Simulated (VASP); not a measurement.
Here is a VASP 6.6.1 calculation.

File INCAR:

```
SYSTEM = PbSe
PREC = Accurate
ENCUT = 520
EDIFF = 1E-6
ISMEAR = -1
SIGMA = 0.05
LREAL = .FALSE.
LASPH = .TRUE.
NELM = 60
ALGO = Normal
ISIF = 2
LWAVE = .FALSE.
LCHARG = .FALSE.
GGA = RP
IVDW = 12
NBANDS = 17
```

Contents of KPOINTS:

```
regular mesh
0
G
  8 8 8
  0 0 0
```

The input POSCAR:

```
PbSe
1.0
    0.0000000000      3.1009263293      3.1009263293
    3.1009263293      0.0000000000      3.1009263293
    3.1009263293      3.1009263293      0.0000000000
Pb Se
1 1
Direct
    0.0000000000      0.0000000000      0.0000000000
    0.5000000000      0.5000000000      0.5000000000
```

Potentials or basis: VASP PAW PBE potentials, release 64 (Pb_d, Se).

Run with:

```sh
$ cat potpaw_PBE.64/Pb_d/POTCAR potpaw_PBE.64/Se/POTCAR > POTCAR
$ mpirun -np 1 vasp_std > vasp.out
```

(1) Estimate the band gap on the k mesh.

(2) What does it give for the dispersion energy per atom?

(3) Predict the pressure.

Answers

(1) 0.50 eV, direct.

(2) -1.633 eV.

(3) -11.3 GPa.

Caveat: the PAW data sets were made with another functional, which shifts forces and pressure a little; spin-orbit coupling is left out, which moves the levels of the heavy elements.
